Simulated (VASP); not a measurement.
Input of a VASP 6.6.1 run:

The input INCAR:

```
PREC = Accurate
ENCUT = 600
EDIFF = 1E-6
ISMEAR = -1
SIGMA = 0.05
LREAL = False
LASPH = True
NELM = 60
ALGO = Normal
ISIF = 3
LWAVE = False
LCHARG = False
GGA = PS
IVDW = 13
IBRION = 2
NSW = 60
EDIFFG = -0.01
```

KPOINTS

```
Automatic mesh
0
Gamma
  11 11 11
```

File POSCAR:

```
AlN
1.0
    0.0000000000      2.0345180000      2.0345180000
    2.0345180000      0.0000000000      2.0345180000
    2.0345180000      2.0345180000      0.0000000000
Al N
1 1
Direct
    0.5000000000      0.5000000000      0.5000000000
    0.0000000000      0.0000000000      0.0000000000
```

Potentials or basis: VASP PAW PBE potentials, release 64 (Al, N).

The run is started by

```sh
$ cat potpaw_PBE.64/Al/POTCAR potpaw_PBE.64/N/POTCAR > POTCAR
$ mpirun -np 1 vasp_std > vasp.out
```

(1) Estimate the relaxed cell.

(2) What does it give for the relaxed volume?

(3) Predict the band gap on the k mesh.

(4) Estimate the dispersion energy per atom.

Results:

(1) a = 2.846 Å, b = 2.846 Å, c = 2.846 Å, α = 60.00°, β = 60.00°, γ = 60.00°.

(2) 8.15 Å³/atom.

(3) 4.82 eV, indirect (least direct gap 5.87 eV).

(4) -0.215 eV.

Caveat: the PAW data sets were made with another functional, which shifts forces and pressure a little.
